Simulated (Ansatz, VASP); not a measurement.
## Pd: VASP beside Ansatz

INCAR

```
  PREC = Accurate
  ENCUT = 600
  EDIFF = 1E-6
  ISMEAR = -1
  SIGMA = 0.05
  LREAL = False
  LASPH = True
  NELM = 60
  ALGO = Normal
  ISIF = 3
  LWAVE = False
  LCHARG = False
  GGA = PS
  IVDW = 12
  IBRION = 2
  NSW = 80
  EDIFFG = -0.01
```

The input KPOINTS:

```
regular mesh
0
Gamma
  12 12 12
```

Contents of POSCAR:

```
Pd
1.0
    0.0000000000      1.9465000000      1.9465000000
    1.9465000000      0.0000000000      1.9465000000
    1.9465000000      1.9465000000      0.0000000000
Pd
1
Direct
    0.0000000000      0.0000000000      0.0000000000
```

Contents of input.yaml:

```yaml
crystal:
  lattice:
    - [0.0, 1.9465, 1.9465]
    - [1.9465, 0.0, 1.9465]
    - [1.9465, 1.9465, 0.0]
  atoms:
    - { symbol: Pd, position: [0.0, 0.0, 0.0] }
kpoints:
  mp_grid: { grid: [12, 12, 12] }
scf:
  occupations: { method: fermi_dirac, width: 0.05 }
hamiltonian:
  xc: pbesol
  dispersion: d3bj
  pseudopotentials: { kind: all_electron, lapw: { basis_error: 0.001 } }
output:
  forces: true
  stress: true
relax:
  f_tol: 0.01
  max_steps: 60
  cell: {}
```

Alike in both runs: task relaxation of cell and atoms; functional PBEsol; dispersion D3(BJ); k mesh 12 × 12 × 12; occupations fermi-dirac, width 0.05 eV; no spin polarisation.

```csv
,VASP,Ansatz
version,VASP 6.6.1,Ansatz 0.2.0
potentials or method,"VASP PAW PBE potentials, release 64 (Pd), cutoff 600 eV","all-electron LAPW, scalar-relativistic"
```

```csv
,VASP,Ansatz,Ansatz less VASP
relaxed volume (Å³/atom),14.03,14.05,+0.021
relaxed cell length with the largest relative difference (Å),2.707,2.709,+0.0013
```

VASP's potentials were made for PBE, not for PBEsol. Ansatz ran all-electron here, and VASP with PAW potentials.
